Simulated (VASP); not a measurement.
Here is a VASP 6.6.1 calculation.

The input INCAR:

```
SYSTEM = CuO
PREC = Accurate ; ENCUT = 520
EDIFF = 1E-7 ; ISMEAR = 0
SIGMA = 0.1 ; LREAL = .False.
LASPH = .True. ; NELM = 80
ALGO = Normal ; ISIF = 2
LWAVE = .False. ; LCHARG = .False.
GGA = PE ; NBANDS = 44
```

Contents of KPOINTS:

```
regular mesh
0
Gamma
  8 8 8
  0 0 0
```

The input POSCAR:

```
CuO
1.0
    4.2267638689      0.0000000000      0.0000000000
    0.0000000000      4.2385231410      0.0000000000
    0.0000000000      0.0000000000      4.8421863821
Cu O
4 4
Direct
    0.2500000000      0.2500000000      0.5000000000
    0.2500000000      0.7500000000      0.0000000000
    0.7500000000      0.7500000000      0.5000000000
    0.7500000000      0.2500000000      0.0000000000
    0.5000000000      0.0000000000      0.7500000000
    0.5000000000      0.0000000000      0.2500000000
    0.0000000000      0.5000000000      0.7500000000
    0.0000000000      0.5000000000      0.2500000000
```

Potentials or basis: VASP PAW PBE potentials, release 64 (Cu, O).

Command:

```console
$ cat potpaw_PBE.64/Cu/POTCAR potpaw_PBE.64/O/POTCAR > POTCAR
$ mpirun -np 1 vasp_std > vasp.out
```

Problem. What does it give for the pressure?

Solution. 9.2 GPa.

Problem. Predict the band gap on the k mesh.

Solution. Zero (band 34 reaches 6.03 eV, above the bottom of band 35 at 4.77 eV).

Stress tensor (GPa, compression positive):
```
 4.46  0.00  0.00
 0.00  4.42  0.00
 0.00  0.00 18.81
```

Caveat: the cell differs from its parent crystal (uniaxial strain along c: -6.0 %); semilocal functionals often make such compounds metallic where correlation or magnetic order opens a gap, which also shifts bond lengths.
